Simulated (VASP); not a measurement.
A run of VASP 6.6.1 is set up as follows.

INCAR

```
SYSTEM = PbO
PREC = Accurate ; ENCUT = 600
EDIFF = 1E-6 ; ISMEAR = -1
SIGMA = 0.05 ; LREAL = .FALSE.
LASPH = .TRUE. ; NELM = 80
ALGO = Normal ; ISIF = 3
LWAVE = .FALSE. ; LCHARG = .FALSE.
GGA = PE ; IBRION = 2
NSW = 32 ; EDIFFG = -0.005
PSTRESS = 120.0
```

KPOINTS

```
Automatic mesh
0
G
  14 14 12
  0 0 0
```

The input POSCAR:

```
PbO
1.0
    3.4009633891      0.0000000000      0.0000000000
   -1.7004816946      2.9453206923      0.0000000000
    0.0000000000      0.0000000000      3.2308165710
Pb O
1 1
Direct
    0.0000000000      0.0000000000      0.0000000000
    0.3333333333      0.6666666667      0.5000000000
```

Potentials or basis: VASP PAW PBE potentials, release 64 (Pb_d, O).

The run is started by

```console
$ cat potpaw_PBE.64/Pb_d/POTCAR potpaw_PBE.64/O/POTCAR > POTCAR
$ mpirun -np 1 vasp_std > vasp.out
```

**Question.** Estimate the space group after relaxing (to 0.1 Å).

**Answer.** P-6m2 (No. 187).

**Question.** What does it give for the band gap on the k mesh?

**Answer.** Zero (bands 10 and 11 overlap by 0.08 eV).

Step by step:
```
step  energy change (eV)  largest force (eV/Å)  pressure (GPa)  volume (Å³)
   1              0.0000                0.0000           11.94        32.36
   2              0.0022                0.0000           12.05        32.33
   3              0.0013                0.0000           12.03        32.35
```

Caveat: the cell is relaxed towards a set pressure, so the run minimises the enthalpy, not the energy; semilocal functionals underestimate gaps, and a narrow one can read as zero; spin-orbit coupling is left out, which moves the levels of the heavy elements.
